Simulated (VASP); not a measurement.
Here is a VASP 6.6.1 calculation.

File INCAR:

```
ALGO     = Normal         # electronic algorithm
EDIFF    = 1E-6           # SCF threshold, eV
ENCUT    = 520            # plane-wave cutoff, eV
GGA      = PS             # functional
GGA_COMPAT= False        
ISIF     = 2              # what is computed and relaxed
ISMEAR   = -1             # smearing method
LASPH    = True           # aspherical terms in the spheres
LCHARG   = True           # write CHGCAR
LORBIT   = 11             # projections on sites
LORBMOM  = True         
LREAL    = False          # projectors in reciprocal space
LSORBIT  = True           # spin-orbit coupling
LVHAR    = True         
LWAVE    = False          # write WAVECAR
MAGMOM   = 0 0 0 0 0 0    # initial moments
NBANDS   = 32             # bands
NELM     = 150            # most SCF steps
PREC     = Accurate       # precision mode
SIGMA    = 0.01           # smearing width, eV
```

The input KPOINTS:

```
k-points
0
Gamma
  12 12 12
```

Contents of POSCAR:

```
PbSe
1.0
    0.0000000000      3.0667313369      3.0667313369
    3.0667313369      0.0000000000      3.0667313369
    3.0667313369      3.0667313369      0.0000000000
Pb Se
1 1
Direct
    0.0000000000      0.0000000000      0.0000000000
    0.5000000000      0.5000000000      0.5000000000
```

Potentials or basis: VASP PAW PBE potentials, release 64 (Pb_d, Se).

The run is started by

```bash
$ cat potpaw_PBE.64/Pb_d/POTCAR potpaw_PBE.64/Se/POTCAR > POTCAR
$ mpirun -np 1 vasp_ncl > vasp.out
```

Question: Predict the net moment.

Answer: 0.00 μB per cell.

Question: Predict the pressure.

Answer: -1.0 GPa.

Moments on the atoms (μB; x, y, z):
```
Pb  0.00 0.00 0.00
Se  0.00 0.00 0.00
```

Caveat: the PAW data sets were made with another functional, which shifts forces and pressure a little.
